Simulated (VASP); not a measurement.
# Tl3Mo2O8 (a cell with a defect): single point with LDA

Tl3Mo2O8 (a cell with a defect):

```
Tl Mo O
1.0
     6.26600    0.00000    0.00000
    -3.13300    5.42652    0.00000
     0.00000    0.00000    8.10300
Tl Mo O
3 2 8
Direct
  0.02032 0.98426 0.50000
  0.64258 0.30786 0.12985
  0.31921 0.61540 0.85117
  0.62839 0.33054 0.65540
  0.33402 0.67659 0.35338
  0.44274 0.20531 0.45871
  0.39876 0.60687 0.56482
  0.00542 0.60787 0.35816
  0.28742 0.43498 0.21854
  0.59009 0.93001 0.25686
  0.86091 0.24990 0.60601
  0.40946 0.12632 0.79626
  0.70576 0.58253 0.79779
```

```json
{
  "Program": "VASP 6.6.1",
  "Task": "single point",
  "Functional": "LDA",
  "Potentials or basis": "VASP PAW LDA potentials, release 64 (Tl_d, Mo_sv, O)",
  "Cutoff": "520 eV",
  "k mesh": "2 × 2 × 2",
  "Occupations": "fermi-dirac, width 0.05 eV",
  "Spin": "no spin polarisation"
}
```

```
Pressure               : -6.8 GPa
Largest force          : 2.893 eV/Å
Band gap on the k mesh : zero (an odd number of electrons rules out a gap without spin polarisation)
```

Forces in eV/Å, atoms in the order of the input:
```
Tl  -0.385  0.144 -0.060
Tl  -0.149  0.329  0.461
Tl  -0.010  0.137  0.022
Mo  -0.403 -1.685 -0.593
Mo  -0.221 -2.782  0.761
O    0.099  0.481  1.039
O   -0.284  0.734 -2.545
O    1.248  1.809 -0.028
O   -0.061  0.804  1.118
O   -0.520 -0.233  0.499
O   -0.969  0.593  1.406
O    0.743 -0.762 -0.608
O    0.912  0.431 -1.471
```

Stress tensor (GPa, compression positive):
```
-7.59 -0.34  1.16
-0.34 -3.86 -1.42
 1.16 -1.42 -8.96
```

Levels at points of the mesh, in eV from the Fermi level:
```csv
k point,band 54,band 55,band 56,band 57,band 58,band 59,band 60,band 61
"(0.00, 0.00, 0.00)",-1.15,-0.79,-0.73,-0.58,0.12,2.57,2.80,3.10
"(0.50, 0.00, 0.00)",-0.97,-0.87,-0.58,-0.55,-0.15,2.51,2.87,3.11
"(0.00, 0.50, 0.00)",-1.02,-0.94,-0.81,-0.50,0.13,2.58,2.70,3.21
"(0.50, 0.50, 0.00)",-1.11,-0.90,-0.80,-0.57,-0.30,2.55,2.88,3.05
"(0.00, 0.00, 0.50)",-1.15,-0.91,-0.75,-0.59,0.20,2.57,2.69,2.85
"(0.50, 0.00, 0.50)",-1.03,-0.93,-0.56,-0.35,-0.10,2.41,2.61,3.05
"(0.00, 0.50, 0.50)",-0.99,-0.93,-0.67,-0.34,0.20,2.53,2.69,2.84
"(0.50, 0.50, 0.50)",-0.96,-0.89,-0.81,-0.44,-0.33,2.40,2.75,3.07
```

It took 6.1 min on 1 thread of AMD EPYC 7R13 Processor (Zen 3), with other jobs on the host, peak memory 0.31 GiB.

Caveat: the k points lie up to 0.58 Å⁻¹ apart, too coarse for converged energies and pressures of a metal; the atoms stand as in a frame of molecular dynamics; spin-orbit coupling is left out, which moves the levels of the heavy elements; an odd number of electrons without spin polarisation forces a metal; a magnetic or distorted state may lie lower.
